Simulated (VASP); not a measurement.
# Al3N in VASP: notebook

Al3N is run at these levels: PBE; tasks: single point.

Program: VASP 6.6.1. These are calculated values, not measurements. Logs are shortened: lines on timing, memory, paths and dates and some standing lists are left out, and cuts for length are marked.

### 1 The cell of the first run

The cell holds a slab with vacuum, 4 atoms: a = 2.857 Å, b = 2.857 Å, c = 21.601 Å, α = 90.00°, β = 90.00°, γ = 120.00°.

### 2 Single point, PBE, collinear spin, ferromagnetic start

File INCAR:

```
PREC     = Accurate       # precision mode
ENCUT    = 520            # plane-wave cutoff, eV
EDIFF    = 1E-6           # SCF threshold, eV
ISMEAR   = 0              # smearing method
SIGMA    = 0.1            # smearing width, eV
LREAL    = False          # projectors in reciprocal space
LASPH    = True           # aspherical terms in the spheres
NELM     = 150            # most SCF steps
ALGO     = Normal         # electronic algorithm
ISIF     = 2              # what is computed and relaxed
LWAVE    = False          # write WAVECAR
LCHARG   = True           # write CHGCAR
ISPIN    = 2              # spin polarisation
MAGMOM   = 0 0 0 3        # initial moments
LORBIT   = 11             # projections on sites
LDIPOL   = True         
IDIPOL   = 3            
DIPOL    = 0.5 0.5 0.333
GGA      = PE             # functional
LELF     = True           # ELF
LVHAR    = True         
LVACPOTAV= True         
NBANDS   = 19             # bands
```

File KPOINTS:

```
Automatic mesh
0
Gamma
  9 9 1
```

File POSCAR:

```
Al3N
1.0
    2.8567582919      0.0000000000      0.0000000000
   -1.4283791460      2.4740252533      0.0000000000
    0.0000000000      0.0000000000     21.6013781961
Al N
3 1
Direct
    0.6666666667      0.3333333333      0.1851733701
    0.3333333333      0.6666666667      0.2916813827
    0.0000000000      0.0000000000      0.3981865471
    0.3333333333      0.0000000000      0.4565161587
```

Potentials or basis: VASP PAW PBE potentials, release 64 (Al, N).

Launch:

```console
$ cat potpaw_PBE.64/Al/POTCAR potpaw_PBE.64/N/POTCAR > POTCAR
$ mpirun -np 1 vasp_std > vasp.out
```

OUTCAR:

```text
PREC = Accurate
   ENCUT = 520
   EDIFF = 1E-6
   ISMEAR = 0
   LREAL = False
   LASPH = True
   NELM = 150
   ISIF = 2
   ISPIN = 2
   LORBIT = 11
   GGA = PE

 ion  position               nearest neighbor table
   1  0.667  0.333  0.185-   2 2.83   2 2.83   2 2.83
   2  0.333  0.667  0.292-   3 2.83   3 2.83   3 2.83   1 2.83   1 2.83   1 2.83
   3  0.000  0.000  0.398-   4 1.58   4 2.28   2 2.83   2 2.83   2 2.83
   4  0.333  0.000  0.457-   3 1.58   3 2.28

  LATTYP: Found a hexagonal cell.
 ALAT       =     2.8567582919
 C/A-ratio  =     7.5615001302

  Lattice vectors:

 A1 = (   2.8567582919,   0.0000000000,   0.0000000000)
 A2 = (  -1.4283791460,   2.4740252533,   0.0000000000)
 A3 = (   0.0000000000,   0.0000000000,  21.6013781961)

Analysis of symmetry for initial positions (statically):
=====================================================================
 Subroutine PRICEL returns:
 Original cell was already a primitive cell.

 Routine SETGRP: Setting up the symmetry group for a
 hexagonal supercell.

 Subroutine GETGRP returns: Found  1 space group operations
 (whereof  1 operations were pure point group operations)
 out of a pool of 24 trial point group operations.

The static configuration has the point symmetry C_1 .

Analysis of symmetry for dynamics (positions and initial velocities):
=====================================================================
 Subroutine PRICEL returns:
 Original cell was already a primitive cell.

 Routine SETGRP: Setting up the symmetry group for a
 hexagonal supercell.

 Subroutine GETGRP returns: Found  1 space group operations
 (whereof  1 operations were pure point group operations)
 out of a pool of 24 trial point group operations.

The dynamic configuration has the point symmetry C_1 .

Analysis of structural, dynamic, and magnetic symmetry:
=====================================================================
 Subroutine PRICEL returns:
 Original cell was already a primitive cell.

 Routine SETGRP: Setting up the symmetry group for a
 hexagonal supercell.

 Subroutine GETGRP returns: Found  1 space group operations
 (whereof  1 operations were pure point group operations)
 out of a pool of 24 trial point group operations.

The overall configuration has the point symmetry C_1 .

 Subroutine INISYM returns: Found  1 space group operations
 (whereof  1 operations are pure point group operations),
 and found     1 'primitive' translations

----------------------------------------------------------------------------------------

                                     Primitive cell

  volume of cell :     152.6719

  direct lattice vectors                    reciprocal lattice vectors
     2.856758292  0.000000000  0.000000000     0.350047116  0.202099796  0.000000000
    -1.428379146  2.474025253  0.000000000     0.000000000  0.404199593  0.000000000
     0.000000000  0.000000000 21.601378196     0.000000000  0.000000000  0.046293343

  length of vectors
     2.856758292  2.856758292 21.601378196     0.404199593  0.404199593  0.046293343

  position of ions in fractional coordinates (direct lattice)
     0.666666667  0.333333333  0.185173370
     0.333333333  0.666666667  0.291681383
     0.000000000  0.000000000  0.398186547
     0.333333333  0.000000000  0.456516159

  ion indices of the primitive-cell ions
   primitive index   ion index
                 1           1
                 2           2
                 3           3
                 4           4

----------------------------------------------------------------------------------------

 KPOINTS: Automatic mesh

Automatic generation of k-mesh.
 Grid dimensions read from file:
 generate k-points for:    9    9    1

 Generating k-lattice:

  Cartesian coordinates                     Fractional coordinates (reciprocal lattice)
     0.038894124  0.022455533  0.000000000     0.111111111  0.000000000  0.000000000
     0.000000000  0.044911066  0.000000000     0.000000000  0.111111111  0.000000000
     0.000000000  0.000000000  0.046293343     0.000000000  0.000000000  1.000000000

  Length of vectors
     0.044911066  0.044911066  0.046293343

  Shift w.r.t. Gamma in fractional coordinates (k-lattice)
     0.000000000  0.000000000  0.000000000

 Subroutine IBZKPT returns following result:
 ===========================================

 Found     41 irreducible k-points:

 Following reciprocal coordinates:
            Coordinates               Weight
  0.000000  0.000000  0.000000      1.000000
  0.111111  0.000000  0.000000      2.000000
  0.000000  0.111111  0.000000      2.000000
 -0.111111  0.111111  0.000000      2.000000
  0.222222  0.000000  0.000000      2.000000
  0.000000  0.222222  0.000000      2.000000
[... 16 lines left out ...]
  0.333333  0.111111  0.000000      2.000000
 -0.111111  0.444444  0.000000      2.000000
 [... further k-points ...]
   k-points           NKPTS =     41   k-points in BZ     NKDIM =     41   number of bands    NBANDS=     19
   number of dos      NEDOS =    301   number of ions     NIONS =      4
   total plane-waves  NPLWV =  93312
   dimension x,y,z NGX =    24 NGY =   24 NGZ =  162
   dimension x,y,z NGXF=    48 NGYF=   48 NGZF=  324
   ions per type =               3   1
   NGX,Y,Z   is equivalent  to a cutoff of  13.97, 13.97, 12.47 a.u.
   NGXF,Y,Z  is equivalent  to a cutoff of  27.93, 27.93, 24.94 a.u.
 SYSTEM =  unknown system
   PREC   = accura    normal or accurate (medium, high low for compatibility)
   ISTART =      0    job   : 0-new  1-cont  2-samecut
   ICHARG =      2    charge: 1-file 2-atom 10-const
   ISPIN  =      2    spin polarized calculation?
   LNONCOLLINEAR =      F non collinear calculations
   LSORBIT =      F    spin-orbit coupling
   LASPH  =      T    aspherical Exc in radial PAW
   ENCUT  =  520.0 eV  38.22 Ry    6.18 a.u.   5.31  5.31 40.16*2*pi/ulx,y,z
   NELM   =    150;   NELMIN=  2; NELMDL= -5     # of ELM steps
   EDIFF  = 0.1E-05   stopping-criterion for ELM
   LREAL  =      F    real-space projection
   EDIFFG = 0.1E-04   stopping-criterion for IOM
   NSW    =      0    number of steps for IOM
   IBRION =     -1    ionic relax: 0-MD 1-quasi-New 2-CG
   NFREE  =      0    steps in history (QN), initial steepest desc. (CG)
   ISIF   =      2    stress and relaxation
   ISYM   =      2    0-nonsym 1-usesym 2-fastsym
   POTIM  = 0.5000    time-step for ionic-motion
   TEBEG  =    0.0;   TEEND  =   0.0 temperature during run
   PSTRESS=    0.0 pullay stress
   NELECT =      14.0000    total number of electrons
   NUPDOWN=      -1.0000    fix difference up-down
   EMIN   =  10.00;   EMAX   =-10.00  energy-range for DOS
   EFERMI =   0.00;   METHOD = LEGACY
   ISMEAR =     0;   SIGMA  =   0.10  broadening in eV -4-tet -1-fermi 0-gaus
   EFERMI_NEDOS =   21; number of points for ismear=-14 and -15
   IALGO  =     38    algorithm
   IMIX   =      4    mixing-type and parameters
     AMIX     =   0.40;   BMIX     =  1.00
     AMIX_MAG =   1.60;   BMIX_MAG =  1.00
  volume/ion in A,a.u.               =      38.17       257.57
  Fermi-wavevector in a.u.,A,eV,Ry     =   0.738240  1.395072  7.415160  0.544999
  Thomas-Fermi vector in A             =   1.832115
   LORBIT       =     11    0 simple, 1 ext, 2 COOP (PROOUT), +10 PAW based schemes
   GGA     = PE    functional components
   LHFCALC =     F    Hartree Fock is set to
   AEXX    =    0.0000 exact exchange contribution
   IVDW    =     0    specifies the selected vdW correction
   LEPSILON=     F    determine dielectric tensor
   LRPA    =     F    only Hartree local field effects (RPA)
 spin polarized calculation
 Gauss-broadening in eV      SIGMA  =   0.10
  energy-cutoff  :      520.00
  volume of cell :      152.67
 maximum number of plane-waves:      4139
 NGX is ok and might be reduce to    24
   NGX = 11   NGY = 11   NGZ = 81

 dipolmoment           0.000000      0.000000     -0.087692 electrons x Angstroem

 number of electron      13.9999999 magnetization       0.7604862

 dipolmoment           0.000000      0.000000      0.169240 electrons x Angstroem

 Free energy of the ion-electron system (eV)
  ---------------------------------------------------
  ext. energy  EPLUGINS =         0.00000000
  ---------------------------------------------------
  free energy    TOTEN  =       -15.66871830 eV

  energy without entropy =      -15.65530194  energy(sigma->0) =      -15.66201012

 E-fermi :  -1.3568     XC(G=0):  -4.5408

 val. band max:       -1.3582254599   @ k =  -0.3333  -0.4444   0.0000
 cond. band min:      -1.3496778346   @ k =  -0.4444  -0.2222   0.0000
 fundamental gap:      0.0085476253
 Fermi energy:        -1.3568470081

 spin component 1

 k-point     1 :       0.0000    0.0000    0.0000
  band No.  band energies     occupation
      1     -16.3321      1.00000
      2     -11.8394      1.00000
      3      -9.6035      1.00000
      4      -6.4726      1.00000
      5      -3.6787      1.00000
      6      -1.5523      0.99714
[... 11 lines left out ...]
     18       9.8812      0.00000
     19       9.9383      0.00000

 k-point     2 :       0.1111    0.0000    0.0000
  band No.  band energies     occupation
      1     -16.1703      1.00000
      2     -11.5472      1.00000
      3      -9.3244      1.00000
      4      -6.2145      1.00000
      5      -3.4876      1.00000
      6      -2.0710      1.00000
[... 476 lines left out ...]
 k-point    24 :      -0.1111    0.4444    0.0000
  band No.  band energies     occupation
      1     -14.8210      1.00000
      2      -8.1159      1.00000
      3      -6.3502      1.00000
      4      -4.9926      1.00000
      5      -3.3768      1.00000
      6      -2.7734      1.00000
[... 11 lines left out ...]
     18       8.4487      0.00000
     19       9.5890      0.00000

 [... further k-points ...]

 spin component 2

 k-point     1 :       0.0000    0.0000    0.0000
  band No.  band energies     occupation
      1     -15.6394      1.00000
      2     -11.7505      1.00000
      3      -9.4870      1.00000
      4      -6.3332      1.00000
      5      -3.3575      1.00000
      6      -0.9149      0.00000
[... 11 lines left out ...]
     18       9.9494      0.00000
     19      10.0027      0.00000

 k-point     2 :       0.1111    0.0000    0.0000
  band No.  band energies     occupation
      1     -15.4671      1.00000
      2     -11.4590      1.00000
      3      -9.2087      1.00000
      4      -6.0727      1.00000
      5      -3.1541      1.00000
      6      -1.2748      0.12292
[... 476 lines left out ...]
 k-point    24 :      -0.1111    0.4444    0.0000
  band No.  band energies     occupation
      1     -14.0074      1.00000
      2      -8.0319      1.00000
      3      -6.1686      1.00000
      4      -4.5819      1.00000
      5      -3.1149      1.00000
      6      -2.5070      1.00000
[... 11 lines left out ...]
     18       8.5847      0.00000
     19       9.6889      0.00000

 [... further k-points ...]

------------------------ aborting loop because EDIFF is reached ----------------------------------------

  FORCE on cell =-STRESS in cart. coord.  units (eV):
  Direction    XX          YY          ZZ          XY          YZ          ZX
  --------------------------------------------------------------------------------------
  -------------------------------------------------------------------------------------
  Total        4.2308271     -0.3451815      6.8431289     -0.1991224      0.2107443      8.6621465
  in kB       44.3993665     -3.6224217     71.8135200     -2.0896403      2.2116040     90.9027501
  external PRESSURE =      37.5301549 kB  Pullay stress =       0.0000000 kB

 VOLUME and BASIS-vectors are now :
 -----------------------------------------------------------------------------
  energy-cutoff  :      520.00
  volume of cell :      152.67
      direct lattice vectors                 reciprocal lattice vectors
     2.856758292  0.000000000  0.000000000     0.350047116  0.202099796  0.000000000
    -1.428379146  2.474025253  0.000000000     0.000000000  0.404199593  0.000000000
     0.000000000  0.000000000 21.601378196     0.000000000  0.000000000  0.046293343

 POSITION                                       TOTAL-FORCE (eV/Angst)
 -----------------------------------------------------------------------------------
      1.42838      0.82468      4.00000        -0.011035     -0.006863     -0.239683
     -0.00000      1.64935      6.30072         0.018126     -0.054617     -0.011617
      0.00000      0.00000      8.60138        -6.874986      0.019068     -4.282678
      0.95225      0.00000      9.86138         6.867895      0.042412      4.533978
 -----------------------------------------------------------------------------------
    total drift:                               -0.000020      0.000087      0.000042

  FREE ENERGIE OF THE ION-ELECTRON SYSTEM (eV)
  ---------------------------------------------------
  free  energy   TOTEN  =       -15.6687182950 eV

  energy  without entropy=      -15.6553019397  energy(sigma->0) =      -15.66201012

 vacuum level on the upper side and lower side of the slab         7.038         2.704

 total charge

# of ion       s       p       d       tot
------------------------------------------
    1        0.447   0.313   0.000   0.761
    2        0.428   0.349   0.000   0.777
    3        0.446   0.466   0.000   0.912
    4        1.354   2.228   0.000   3.582
--------------------------------------------------
tot          2.675   3.357   0.000   6.031

 magnetization (x)

# of ion       s       p       d       tot
------------------------------------------
    1        0.005   0.009   0.000   0.015
    2        0.003   0.012   0.000   0.014
    3       -0.004   0.010   0.000   0.006
    4        0.012   0.435   0.000   0.448
--------------------------------------------------
tot          0.017   0.467   0.000   0.483
```

Run time: 9.1 min. Hardware: 1 thread of Intel Xeon 6975P-C, shared host; peak memory 0.46 GiB.

What came out:

| Item | Value |
| --- | --- |
| Free energy | -15.6687 eV |
| Largest force | 8.230 eV/Å |
| Net moment | 0.76 μB per cell |
| Site moments | Al +0.01; N +0.45 μB |
| Valence electrons inside the program's atomic spheres | Al 0.76, 0.78, 0.91; N 3.58 |

Forces on the atoms (eV/Å):
```
Al  -0.011 -0.007 -0.240
Al   0.018 -0.055 -0.012
Al  -6.875  0.019 -4.283
N    6.868  0.042  4.534
```

Levels at points of the mesh, in eV from the Fermi level:
Spin up:
```
           k point  band 5  band 6  band 7  band 8  band 9  band 10  band 11  band 12
(0.00, 0.00, 0.00)   -2.32   -0.20    0.65    0.74    3.34     4.71     6.18     7.98
```
Spin down:
| k point | band 4 | band 5 | band 6 | band 7 | band 8 | band 9 | band 10 | band 11 |
| --- | --- | --- | --- | --- | --- | --- | --- | --- |
| (0.00, 0.00, 0.00) | -4.98 | -2.00 | 0.44 | 1.34 | 1.74 | 3.45 | 4.85 | 6.31 |

### 3 Single point, PBE, collinear spin, ferromagnetic start

File INCAR:

```
SYSTEM = Al3N
PREC     = Accurate       ! precision mode
ENCUT    = 520            ! plane-wave cutoff, eV
EDIFF    = 1E-6           ! SCF threshold, eV
ISMEAR   = 0              ! smearing method
SIGMA    = 0.1            ! smearing width, eV
LREAL    = .FALSE.        ! projectors in reciprocal space
LASPH    = .TRUE.         ! aspherical terms in the spheres
NELM     = 150            ! most SCF steps
ALGO     = Normal         ! electronic algorithm
ISIF     = 2              ! what is computed and relaxed
LWAVE    = .FALSE.        ! write WAVECAR
LCHARG   = .TRUE.         ! write CHGCAR
ISPIN    = 2              ! spin polarisation
MAGMOM   = 0 0 0 3        ! initial moments
LORBIT   = 11             ! projections on sites
LDIPOL   = .TRUE.       
IDIPOL   = 3            
DIPOL    = 0.5 0.5 0.342
GGA      = PE             ! functional
LELF     = .TRUE.         ! ELF
LVHAR    = .TRUE.       
LVACPOTAV= .TRUE.       
NBANDS   = 19             ! bands
```

File KPOINTS:

```
Automatic mesh
0
G
  9 9 1
  0 0 0
```

POSCAR, as its differences from that of step 2:

```diff
@@ -11,2 +11,2 @@
     0.0000000000      0.0000000000      0.3981865471
-    0.3333333333      0.0000000000      0.4565161587
+    0.3333333333      0.0000000000      0.4940137661
```

Potentials or basis: VASP PAW PBE potentials, release 64 (Al, N).

Launch:

```console
$ cat potpaw_PBE.64/Al/POTCAR potpaw_PBE.64/N/POTCAR > POTCAR
$ mpirun -np 1 vasp_std > vasp.out
```

It took 8.8 min on 1 thread of Intel Xeon 6975P-C, shared host; peak memory 0.46 GiB.

The run converged. Its results:

* Free energy: -14.7677 eV
* Largest force: 2.323 eV/Å
* Net moment: 1.80 μB per cell
* Site moments: Al +0.01, +0.00, -0.03; N +1.25 μB
* Valence electrons inside the program's atomic spheres: Al 0.76, 0.77, 0.73; N 3.31

Forces on the atoms (eV/Å):
```
Al   0.007  0.009 -0.145
Al   0.021 -0.051  0.139
Al   0.164  0.003  2.317
N   -0.193  0.039 -2.311
```

Levels at points of the mesh, in eV from the Fermi level:
Spin up:
```
           k point  band 6  band 7  band 8  band 9  band 10  band 11
(0.00, 0.00, 0.00)   -0.86    0.21    0.23    2.22     4.06     5.62
```
Spin down:
```csv
k point,band 2,band 3,band 4,band 5,band 6,band 7,band 8,band 9,band 10,band 11
"(0.00, 0.00, 0.00)",-10.51,-8.64,-5.82,-2.84,0.02,2.54,3.21,3.47,4.20,5.68
```

### 4 Single point, PBE, collinear spin, ferromagnetic start

File INCAR:

```
PREC     = Accurate       # precision mode
ENCUT    = 520            # plane-wave cutoff, eV
EDIFF    = 1E-6           # SCF threshold, eV
ISMEAR   = 0              # smearing method
SIGMA    = 0.1            # smearing width, eV
LREAL    = False          # projectors in reciprocal space
LASPH    = True           # aspherical terms in the spheres
NELM     = 150            # most SCF steps
ALGO     = Normal         # electronic algorithm
ISIF     = 2              # what is computed and relaxed
LWAVE    = False          # write WAVECAR
LCHARG   = False          # write CHGCAR
ISPIN    = 2              # spin polarisation
MAGMOM   = 0 0 0 3        # initial moments
LORBIT   = 11             # projections on sites
LDIPOL   = True         
IDIPOL   = 3            
DIPOL    = 0.5 0.5 0.353
GGA      = PE             # functional
NBANDS   = 19             # bands
```

File KPOINTS:

```
regular mesh
0
Gamma
  9 9 1
```

POSCAR, as its differences from that of step 3:

```diff
@@ -11,2 +11,2 @@
     0.0000000000      0.0000000000      0.3981865471
-    0.3333333333      0.0000000000      0.4940137661
+    0.3333333333      0.0000000000      0.5356777744
```

Launch:

```console
$ cat potpaw_PBE.64/Al/POTCAR potpaw_PBE.64/N/POTCAR > POTCAR
$ mpirun -np 1 vasp_std > vasp.out
```

Run time: 8.4 min. Hardware: 1 thread of Intel Xeon 6975P-C, shared host; peak memory 0.46 GiB.

Results (log left out):

* Free energy: -13.6267 eV
* Largest force: 0.673 eV/Å
* Net moment: 2.49 μB per cell
* Site moments: Al -0.02, -0.03; N +1.85 μB
* Valence electrons inside the program's atomic spheres: Al 0.76, 0.77, 0.75; N 3.30

Forces in eV/Å, atoms in the order of the input:
```
Al   0.000 -0.002 -0.167
Al  -0.004  0.005 -0.012
Al   0.039 -0.001  0.672
N   -0.035 -0.002 -0.492
```

Levels at points of the mesh, in eV from the Fermi level:
Spin up:
```
           k point  band 5  band 6  band 7  band 8  band 9  band 10  band 11  band 12
(0.00, 0.00, 0.00)   -3.46   -2.08   -0.30   -0.27    1.20     3.66     5.03     6.09
```
Spin down:
```csv
k point,band 3,band 4,band 5,band 6,band 7,band 8,band 9,band 10
"(0.00, 0.00, 0.00)",-8.90,-6.16,-3.06,0.06,1.75,3.77,4.13,4.20
```
